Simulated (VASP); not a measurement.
Input of a VASP 6.6.1 run:

INCAR

```
  PREC = Accurate
  ENCUT = 520
  EDIFF = 1E-6
  ISMEAR = 1
  SIGMA = 0.15
  LREAL = False
  LASPH = True
  NELM = 80
  ALGO = Normal
  ISIF = 2
  LWAVE = False
  LCHARG = False
  GGA = PS
  NBANDS = 19
```

File KPOINTS:

```
Automatic mesh
0
Gamma
  12 12 12
```

POSCAR

```
Hg
1.0
   -2.9297500000      2.9297500000      1.5725500000
    2.9297500000     -2.9297500000      1.5725500000
    2.9297500000      2.9297500000     -1.5725500000
Hg
2
Direct
    0.7500000000      0.2500000000      0.5000000000
    0.0000000000      0.0000000000      0.0000000000
```

Potentials or basis: VASP PAW PBE potentials, release 64 (Hg).

Run with:

```console
$ cat potpaw_PBE.64/Hg/POTCAR > POTCAR
$ mpirun -np 1 vasp_std > vasp.out
```

Predict the band gap on the k mesh.

zero (band 12 reaches 3.88 eV, above the bottom of band 13 at 0.08 eV).

Estimate the pressure.

-2.3 GPa.

Stress tensor (GPa, compression positive):
```
-2.22  0.00  0.00
 0.00 -2.22  0.00
 0.00  0.00 -2.57
```

Caveat: the PAW data sets were made with another functional, which shifts forces and pressure a little; spin-orbit coupling is left out, which moves the levels of the heavy elements.
